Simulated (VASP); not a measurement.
# K (Pm-3m) in VASP: notebook

The runs below take K through single point, relaxation of cell and atoms, with PBEsol.

All numbers are computed with VASP 6.6.1; they aren't measurements. Logs are shortened: lines on timing, memory, paths and dates and some standing lists are left out, and cuts for length are marked.

**1. The cell of the first run**

The structure is cubic, space group Pm-3m (No. 221). Conventional cell: a = 4.247 Å, b = 4.247 Å, c = 4.247 Å, α = 90.00°, β = 90.00°, γ = 90.00°. Within 5.6 Å of K (site symmetry m-3m) lie 6 K at 4.25 Å.

**2. Single point, PBEsol**

Input file INCAR:

```
PREC     = Accurate       # precision mode
ENCUT    = 520            # plane-wave cutoff, eV
EDIFF    = 1E-7           # SCF threshold, eV
ISMEAR   = 0              # smearing method
SIGMA    = 0.05           # smearing width, eV
LREAL    = F              # projectors in reciprocal space
LASPH    = T              # aspherical terms in the spheres
NELM     = 80             # most SCF steps
ALGO     = Normal         # electronic algorithm
ISIF     = 2              # what is computed and relaxed
LWAVE    = F              # write WAVECAR
LCHARG   = F              # write CHGCAR
GGA      = PS             # functional
NBANDS   = 10             # bands
```

Input file KPOINTS:

```
Automatic mesh
0
Gamma
  5 5 5
```

Input file POSCAR:

```
K
1.0
    4.2466180850      0.0000000000      0.0000000000
    0.0000000000      4.2466180850      0.0000000000
    0.0000000000      0.0000000000      4.2466180850
K
1
Direct
    0.0000000000      0.0000000000      0.0000000000
```

Potentials or basis: VASP PAW PBE potentials, release 64 (K_sv).

Launch:

```bash
$ cat potpaw_PBE.64/K_sv/POTCAR > POTCAR
$ mpirun -np 1 vasp_std > vasp.out
```

OUTCAR:

```text
PREC = Accurate
   ENCUT = 520
   EDIFF = 1E-7
   ISMEAR = 0
   LREAL = F
   LASPH = T
   NELM = 80
   ISIF = 2
   GGA = PS

 ion  position               nearest neighbor table
   1  0.000  0.000  0.000-

  LATTYP: Found a simple cubic cell.
 ALAT       =     4.2466180850

  Lattice vectors:

 A1 = (   4.2466180850,   0.0000000000,   0.0000000000)
 A2 = (   0.0000000000,   4.2466180850,   0.0000000000)
 A3 = (   0.0000000000,   0.0000000000,   4.2466180850)

Analysis of symmetry for initial positions (statically):
=====================================================================
 Subroutine PRICEL returns:
 Original cell was already a primitive cell.

 Routine SETGRP: Setting up the symmetry group for a
 simple cubic supercell.

 Subroutine GETGRP returns: Found 48 space group operations
 (whereof 48 operations were pure point group operations)
 out of a pool of 48 trial point group operations.

The static configuration has the point symmetry O_h .

Analysis of symmetry for dynamics (positions and initial velocities):
=====================================================================
 Subroutine PRICEL returns:
 Original cell was already a primitive cell.

 Routine SETGRP: Setting up the symmetry group for a
 simple cubic supercell.

 Subroutine GETGRP returns: Found 48 space group operations
 (whereof 48 operations were pure point group operations)
 out of a pool of 48 trial point group operations.

The dynamic configuration has the point symmetry O_h .

 Subroutine INISYM returns: Found 48 space group operations
 (whereof 48 operations are pure point group operations),
 and found     1 'primitive' translations

----------------------------------------------------------------------------------------

                                     Primitive cell

  volume of cell :      76.5825

  direct lattice vectors                    reciprocal lattice vectors
     4.246618085  0.000000000  0.000000000     0.235481501  0.000000000  0.000000000
     0.000000000  4.246618085  0.000000000     0.000000000  0.235481501  0.000000000
     0.000000000  0.000000000  4.246618085     0.000000000  0.000000000  0.235481501

  length of vectors
     4.246618085  4.246618085  4.246618085     0.235481501  0.235481501  0.235481501

  position of ions in fractional coordinates (direct lattice)
     0.000000000  0.000000000  0.000000000

  ion indices of the primitive-cell ions
   primitive index   ion index
                 1           1

----------------------------------------------------------------------------------------

 KPOINTS: Automatic mesh

Automatic generation of k-mesh.
 Grid dimensions read from file:
 generate k-points for:    5    5    5

 Generating k-lattice:

  Cartesian coordinates                     Fractional coordinates (reciprocal lattice)
     0.047096300  0.000000000  0.000000000     0.200000000  0.000000000  0.000000000
     0.000000000  0.047096300  0.000000000     0.000000000  0.200000000  0.000000000
     0.000000000  0.000000000  0.047096300     0.000000000  0.000000000  0.200000000

  Length of vectors
     0.047096300  0.047096300  0.047096300

  Shift w.r.t. Gamma in fractional coordinates (k-lattice)
     0.000000000  0.000000000  0.000000000

 Subroutine IBZKPT returns following result:
 ===========================================

 Found     10 irreducible k-points:

 Following reciprocal coordinates:
            Coordinates               Weight
  0.000000  0.000000  0.000000      1.000000
  0.200000  0.000000  0.000000      6.000000
  0.400000  0.000000  0.000000      6.000000
  0.200000  0.200000  0.000000     12.000000
  0.400000  0.200000  0.000000     24.000000
  0.400000  0.400000  0.000000     12.000000
  0.200000  0.200000  0.200000      8.000000
  0.400000  0.200000  0.200000     24.000000
  0.400000  0.400000  0.200000     24.000000
  0.400000  0.400000  0.400000      8.000000
   k-points           NKPTS =     10   k-points in BZ     NKDIM =     10   number of bands    NBANDS=     10
   number of dos      NEDOS =    301   number of ions     NIONS =      1
   total plane-waves  NPLWV =  32768
   dimension x,y,z NGX =    32 NGY =   32 NGZ =   32
   dimension x,y,z NGXF=    64 NGYF=   64 NGZF=   64
   ions per type =               1
   NGX,Y,Z   is equivalent  to a cutoff of  12.53, 12.53, 12.53 a.u.
   NGXF,Y,Z  is equivalent  to a cutoff of  25.05, 25.05, 25.05 a.u.
 SYSTEM =  unknown system
   PREC   = accura    normal or accurate (medium, high low for compatibility)
   ISTART =      0    job   : 0-new  1-cont  2-samecut
   ICHARG =      2    charge: 1-file 2-atom 10-const
   ISPIN  =      1    spin polarized calculation?
   LNONCOLLINEAR =      F non collinear calculations
   LSORBIT =      F    spin-orbit coupling
   LASPH  =      T    aspherical Exc in radial PAW
   ENCUT  =  520.0 eV  38.22 Ry    6.18 a.u.   7.90  7.90  7.90*2*pi/ulx,y,z
   NELM   =     80;   NELMIN=  2; NELMDL= -5     # of ELM steps
   EDIFF  = 0.1E-06   stopping-criterion for ELM
   LREAL  =      F    real-space projection
   EDIFFG = 0.1E-05   stopping-criterion for IOM
   NSW    =      0    number of steps for IOM
   IBRION =     -1    ionic relax: 0-MD 1-quasi-New 2-CG
   NFREE  =      0    steps in history (QN), initial steepest desc. (CG)
   ISIF   =      2    stress and relaxation
   ISYM   =      2    0-nonsym 1-usesym 2-fastsym
   POTIM  = 0.5000    time-step for ionic-motion
   TEBEG  =    0.0;   TEEND  =   0.0 temperature during run
   PSTRESS=    0.0 pullay stress
   NELECT =       9.0000    total number of electrons
   NUPDOWN=      -1.0000    fix difference up-down
   EMIN   =  10.00;   EMAX   =-10.00  energy-range for DOS
   EFERMI =   0.00;   METHOD = LEGACY
   ISMEAR =     0;   SIGMA  =   0.05  broadening in eV -4-tet -1-fermi 0-gaus
   EFERMI_NEDOS =   21; number of points for ismear=-14 and -15
   IALGO  =     38    algorithm
   IMIX   =      4    mixing-type and parameters
     AMIX     =   0.40;   BMIX     =  1.00
     AMIX_MAG =   1.60;   BMIX_MAG =  1.00
  volume/ion in A,a.u.               =      76.58       516.80
  Fermi-wavevector in a.u.,A,eV,Ry     =   0.801886  1.515344  8.748827  0.643021
  Thomas-Fermi vector in A             =   1.909458
   LORBIT       =      0    0 simple, 1 ext, 2 COOP (PROOUT), +10 PAW based schemes
   GGA     = PS    functional components
   LHFCALC =     F    Hartree Fock is set to
   AEXX    =    0.0000 exact exchange contribution
   IVDW    =     0    specifies the selected vdW correction
   LEPSILON=     F    determine dielectric tensor
   LRPA    =     F    only Hartree local field effects (RPA)
 non-spin polarized calculation
 Gauss-broadening in eV      SIGMA  =   0.05
  energy-cutoff  :      520.00
  volume of cell :       76.58
 maximum number of plane-waves:      2103
 NGX is ok and might be reduce to    32
   NGX = 15   NGY = 15   NGZ = 15

 number of electron       8.9999998 magnetization

 Free energy of the ion-electron system (eV)
  ---------------------------------------------------
  ext. energy  EPLUGINS =         0.00000000
  ---------------------------------------------------
  free energy    TOTEN  =        -1.00970465 eV

  energy without entropy =       -1.00559056  energy(sigma->0) =       -1.00764760

 E-fermi :  -0.2597     XC(G=0):  -5.5910

 val. band max:       -0.5571195659   @ k =   0.4000   0.2000   0.0000
 cond. band min:      -0.2335004926   @ k =   0.4000   0.2000   0.2000
 fundamental gap:      0.3236190733
 Fermi energy:        -0.2597198015

 k-point     1 :       0.0000    0.0000    0.0000
  band No.  band energies     occupation
      1     -32.4106      2.00000
      2     -15.9078      2.00000
      3     -15.9078      2.00000
      4     -15.9078      2.00000
      5      -2.3358      2.00000
      6       2.6665      0.00000
      7       2.6665      0.00000
      8       6.0340      0.00000
      9       6.0340      0.00000
     10       6.0342      0.00000

 k-point     2 :       0.2000    0.0000    0.0000
  band No.  band energies     occupation
      1     -32.4089      2.00000
      2     -15.9419      2.00000
      3     -15.9048      2.00000
      4     -15.9048      2.00000
      5      -1.9577      2.00000
      6       2.2018      0.00000
      7       2.8474      0.00000
      8       5.1380      0.00000
      9       5.1380      0.00000
     10       5.5645      0.00000

 k-point     3 :       0.4000    0.0000    0.0000
  band No.  band energies     occupation
      1     -32.4060      2.00000
      2     -15.9965      2.00000
      3     -15.9002      2.00000
      4     -15.9002      2.00000
      5      -0.8988      2.00000
      6       0.6757      0.00000
      7       3.2094      0.00000
      8       4.5590      0.00000
      9       4.5590      0.00000
     10       6.1790      0.00000

 k-point     4 :       0.2000    0.2000    0.0000
  band No.  band energies     occupation
      1     -32.4071      2.00000
      2     -15.9397      2.00000
      3     -15.9374      2.00000
      4     -15.9020      2.00000
      5      -1.5890      2.00000
      6       2.3786      0.00000
      7       2.5243      0.00000
      8       4.2142      0.00000
      9       5.0802      0.00000
     10       5.5955      0.00000

 k-point     5 :       0.4000    0.2000    0.0000
  band No.  band energies     occupation
      1     -32.4043      2.00000
      2     -15.9923      2.00000
      3     -15.9330      2.00000
      4     -15.8974      2.00000
      5      -0.5571      2.00000
      6       0.9540      0.00000
      7       3.0370      0.00000
      8       3.7856      0.00000
      9       4.6902      0.00000
     10       5.5778      0.00000

 k-point     6 :       0.4000    0.4000    0.0000
  band No.  band energies     occupation
      1     -32.4015      2.00000
      2     -15.9860      2.00000
      3     -15.9851      2.00000
      4     -15.8929      2.00000
      5       0.3284      0.00000
      6       1.5357      0.00000
      7       2.0376      0.00000
      8       3.0180      0.00000
      9       4.9062      0.00000
     10       5.0162      0.00000

 k-point     7 :       0.2000    0.2000    0.2000
  band No.  band energies     occupation
      1     -32.4054      2.00000
      2     -15.9374      2.00000
      3     -15.9342      2.00000
      4     -15.9342      2.00000
      5      -1.2310      2.00000
      6       2.5528      0.00000
      7       2.5528      0.00000
      8       3.6953      0.00000
      9       4.7342      0.00000
     10       4.7342      0.00000

 k-point     8 :       0.4000    0.2000    0.2000
  band No.  band energies     occupation
      1     -32.4025      2.00000
      2     -15.9883      2.00000
      3     -15.9308      2.00000
      4     -15.9288      2.00000
      5      -0.2335      0.45833
      6       1.2419      0.00000
      7       3.0306      0.00000
      8       3.7835      0.00000
      9       4.0997      0.00000
     10       4.8045      0.00000

 k-point     9 :       0.4000    0.4000    0.2000
  band No.  band energies     occupation
      1     -32.3998      2.00000
      2     -15.9821      2.00000
      3     -15.9813      2.00000
      4     -15.9246      2.00000
      5       0.6059      0.00000
      6       1.8911      0.00000
      7       2.0926      0.00000
      8       3.2175      0.00000
      9       4.2890      0.00000
     10       4.6110      0.00000

 k-point    10 :       0.4000    0.4000    0.4000
  band No.  band energies     occupation
      1     -32.3970      2.00000
      2     -15.9761      2.00000
      3     -15.9750      2.00000
      4     -15.9750      2.00000
      5       1.3137      0.00000
      6       2.1903      0.00000
      7       2.1903      0.00000
      8       3.5924      0.00000
      9       4.1126      0.00000
     10       4.1126      0.00000

------------------------ aborting loop because EDIFF is reached ----------------------------------------

  FORCE on cell =-STRESS in cart. coord.  units (eV):
  Direction    XX          YY          ZZ          XY          YZ          ZX
  --------------------------------------------------------------------------------------
  -------------------------------------------------------------------------------------
  Total       -0.0029226     -0.0029226     -0.0029226     -0.0000000      0.0000000     -0.0000000
  in kB       -0.0611431     -0.0611431     -0.0611431     -0.0000000      0.0000000     -0.0000000
  external PRESSURE =      -0.0611431 kB  Pullay stress =       0.0000000 kB

 VOLUME and BASIS-vectors are now :
 -----------------------------------------------------------------------------
  energy-cutoff  :      520.00
  volume of cell :       76.58
      direct lattice vectors                 reciprocal lattice vectors
     4.246618085  0.000000000  0.000000000     0.235481501  0.000000000  0.000000000
     0.000000000  4.246618085  0.000000000     0.000000000  0.235481501  0.000000000
     0.000000000  0.000000000  4.246618085     0.000000000  0.000000000  0.235481501

 POSITION                                       TOTAL-FORCE (eV/Angst)
 -----------------------------------------------------------------------------------
      0.00000      0.00000      0.00000         0.000000      0.000000      0.000000
 -----------------------------------------------------------------------------------
    total drift:                                0.000000      0.000000      0.000000

  FREE ENERGIE OF THE ION-ELECTRON SYSTEM (eV)
  ---------------------------------------------------
  free  energy   TOTEN  =        -1.0097046458 eV

  energy  without entropy=       -1.0055905574  energy(sigma->0) =       -1.00764760
```

It took 4.8 s on 1 thread of Intel Xeon Platinum 8488C (Sapphire Rapids), shared host; peak memory 0.17 GiB.

Results:

* Free energy: -1.0097 eV
* Pressure: 0.0 GPa

Caveat: the PAW data sets were made with another functional, which shifts forces and pressure a little.

**3. Relaxation of cell and atoms, PBEsol**

This run uses another cell than the first one, of 78.40 Å³/atom, 1.024 times its volume.

Input file INCAR:

```
SYSTEM = K
  PREC = Accurate
  ENCUT = 600
  EDIFF = 1E-6
  ISMEAR = 0
  SIGMA = 0.05
  LREAL = .False.
  LASPH = .True.
  NELM = 100
  ALGO = Normal
  ISIF = 3
  LWAVE = .False.
  LCHARG = .False.
  GGA = PS
  IBRION = 2
  NSW = 60
  EDIFFG = -0.03
```

Input file KPOINTS:

```
Automatic mesh
0
Gamma
  5 5 5
  0 0 0
```

Input file POSCAR:

```
K
1.0
    4.2800000000      0.0000000000      0.0000000000
    0.0000000000      4.2800000000      0.0000000000
    0.0000000000      0.0000000000      4.2800000000
K
1
Direct
    0.0000000000      0.0000000000      0.0000000000
```

Potentials or basis: VASP PAW PBE potentials, release 64 (K_sv).

Launch:

```bash
$ cat potpaw_PBE.64/K_sv/POTCAR > POTCAR
$ mpirun -np 1 vasp_std > vasp.out
```

Run time: 7.7 s. Hardware: 1 thread of Intel Xeon Platinum 8488C (Sapphire Rapids), shared host; peak memory 0.2 GiB.

Results (log left out):

```yaml
Free_energy: -1.0095 eV
Relaxed_volume: 78.04 Å³/atom
Relaxed_cell: a = 4.273 Å, b = 4.273 Å, c = 4.273 Å, α = 90.00°, β = 90.00°, γ = 90.00°
Space_group_after_relaxing_to_0.05_Å: Pm-3m (No. 221)
Energy_gained_by_relaxing: 0.1 meV/atom
Ionic_steps: 2
Pressure_after_relaxing: -0.1 GPa
```

The path:
```csv
step,energy change (eV),largest force (eV/Å),pressure (GPa),volume (Å³)
1,0.0000,0.0000,-0.07,78.40
2,-0.0001,0.0000,-0.05,78.04
```

Final structure:
```
CELL_PARAMETERS angstrom
4.27337 0.00000 0.00000
0.00000 4.27337 0.00000
0.00000 0.00000 4.27337
ATOMIC_POSITIONS crystal
K 0.00000 0.00000 0.00000
```

Levels at points of the mesh, in eV from the Fermi level:
```
           k point  band 2  band 3  band 4  band 5  band 6  band 7  band 8
(0.00, 0.00, 0.00)  -15.66  -15.66  -15.66   -2.05    2.92    2.92    6.25
```

Caveat: the PAW data sets were made with another functional, which shifts forces and pressure a little.
